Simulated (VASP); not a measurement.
## Ta5HO: single point with PBEsol

Ta5HO, a slab with vacuum:

```
Ta O H
1.0
     3.28052    0.00000    0.00000
     0.00000    3.28052    0.00000
     0.00000    0.00000   26.44104
Ta O H
5 1 1
Direct
  0.50000 0.50000 0.32147
  0.00000 0.00000 0.38350
  0.49976 0.49825 0.44546
  0.99943 0.99611 0.50765
  0.49904 0.49218 0.56922
  0.99890 0.49845 0.62565
  0.99870 0.75053 0.64552
```

| Property | Result |
| --- | --- |
| Program | VASP 6.6.1 |
| Task | single point |
| Functional | PBEsol |
| Potentials or basis | VASP PAW PBE potentials, release 64 (Ta_pv, O, H) |
| Cutoff | 520 eV |
| k mesh | 9 × 9 × 1 |
| Occupations | gaussian, width 0.1 eV |
| Spin | no spin polarisation |

The largest force is 1.423 eV/Å and the band gap on the k mesh is zero (bands 31 and 32 overlap by 1.33 eV).

Forces in eV/Å, atoms in the order of the input:
```
Ta   0.001  0.007  1.404
Ta  -0.004 -0.011 -1.423
Ta   0.000  0.003  0.001
Ta   0.001  0.002  0.018
Ta   0.000 -0.013 -0.025
O    0.001 -0.089 -0.058
H    0.001  0.102  0.083
```

Levels at points of the mesh, in eV from the Fermi level:
| k point | band 29 | band 30 | band 31 | band 32 | band 33 | band 34 |
| --- | --- | --- | --- | --- | --- | --- |
| (0.00, 0.00, 0.00) | 0.46 | 0.47 | 0.62 | 0.75 | 0.82 | 0.88 |

It took 7.8 min on 1 thread of Intel(R) Xeon(R) 6975P-C (Granite Rapids) (shared host), peak memory 0.56 GiB.

Caveat: the PAW data sets were made with another functional, which shifts forces and pressure a little; spin-orbit coupling is left out, which moves the levels of the heavy elements.
